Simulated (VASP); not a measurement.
Here is a VASP 6.6.1 calculation.

Contents of INCAR:

```
SYSTEM = InSb
PREC = Accurate
ENCUT = 520
EDIFF = 1E-6
ISMEAR = 0
SIGMA = 0.15
LREAL = .FALSE.
LASPH = .TRUE.
NELM = 60
ALGO = Normal
ISIF = 2
LWAVE = .FALSE.
LCHARG = .FALSE.
NBANDS = 16
```

KPOINTS

```
regular mesh
0
G
  16 16 8
  0 0 0
```

The input POSCAR:

```
InSb
1.0
    3.0864522883      0.0000000000      0.0000000000
    0.0000000000      3.0864522883      0.0000000000
    0.0000000000      0.0000000000      6.1892544725
In Sb
1 1
Direct
    0.0000000000      0.0000000000      0.0000000000
    0.0000000000      0.0000000000      0.5000000000
```

Potentials or basis: VASP PAW LDA potentials, release 64 (In_d, Sb).

Run with:

```console
$ cat potpaw_LDA.64/In_d/POTCAR potpaw_LDA.64/Sb/POTCAR > POTCAR
$ mpirun -np 1 vasp_std > vasp.out
```

Question: What does it give for the band gap on the k mesh?

Answer: Zero (bands 9 and 10 overlap by 5.75 eV).

Question: Predict the pressure.

Answer: -3.5 GPa.

Stress tensor (GPa, compression positive):
```
-3.69  0.00  0.00
 0.00 -3.69  0.00
 0.00  0.00 -3.19
```

Caveat: the cell stands under tension; spin-orbit coupling is left out, which moves the levels of the heavy elements.
